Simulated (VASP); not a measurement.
Wanted: the native input for a VASP 6.6.1 run.

| Item | Value |
| --- | --- |
| Task | single point |
| Functional | PBE0 |
| Potentials or basis | VASP PAW PBE potentials, release 64 (In_d, As) |
| Cutoff | 400 eV |
| k mesh | 4 × 4 × 4 |
| Occupations | gaussian, width 0.1 eV |
| Spin | no spin polarisation |
| Dipole correction | no |
| Grid for exact exchange (PRECFOCK) | Normal |
| Further INCAR settings | ALGO = Normal; EDIFF = 1e-06; NBANDS = 16 |
| Share of exact exchange | 0.25 |

InAs:

```
CELL_PARAMETERS angstrom
0.00000 3.04389 3.04389
3.04389 0.00000 3.04389
3.04389 3.04389 0.00000
ATOMIC_POSITIONS crystal
In 0.00000 0.00000 0.00000
As 0.25000 0.25000 0.25000
```

The input as run:

POSCAR

```
InAs
1.0
    0.0000000000      3.0438898046      3.0438898046
    3.0438898046      0.0000000000      3.0438898046
    3.0438898046      3.0438898046      0.0000000000
In As
1 1
Direct
    0.0000000000      0.0000000000      0.0000000000
    0.2500000000      0.2500000000      0.2500000000
```

INCAR.step1

```
PREC = Accurate
ENCUT = 400
EDIFF = 1E-5
ISMEAR = 0
SIGMA = 0.1
LREAL = False
LASPH = True
NELM = 120
ALGO = Normal
ISIF = 2
LWAVE = True
LCHARG = False
NBANDS = 16
GGA = PE
GGA_COMPAT = False
```

INCAR.step2

```
PREC = Accurate
ENCUT = 400
EDIFF = 1E-6
ISMEAR = 0
SIGMA = 0.1
LREAL = False
LASPH = True
NELM = 120
ALGO = Normal
ISIF = 2
LWAVE = False
LCHARG = False
GGA = PE
LHFCALC = True
AEXX = 0.25
PRECFOCK = Normal
NBANDS = 16
ISTART = 1
GGA_COMPAT = False
```

KPOINTS

```
regular mesh
0
Gamma
  4 4 4
```

Potentials or basis: VASP PAW PBE potentials, release 64 (In_d, As).

The run is started by

```console
$ cat potpaw_PBE.64/In_d/POTCAR potpaw_PBE.64/As/POTCAR > POTCAR
$ cp INCAR.step1 INCAR
$ mpirun -np 1 vasp_std > vasp.out
$ cp INCAR.step2 INCAR
$ mpirun -np 1 vasp_std > vasp.out
```

Results of the run:

```
Pressure               : 0.2 GPa
Band gap on the k mesh : 1.14 eV
```

Caveat: the k points lie up to 0.45 Å⁻¹ apart; the PAW data sets were made with another functional, which shifts forces and pressure a little; spin-orbit coupling is left out, which moves the levels of the heavy elements.

It took 10 min on 1 thread of Intel Xeon 8259CL, on a shared host, peak memory 0.16 GiB.
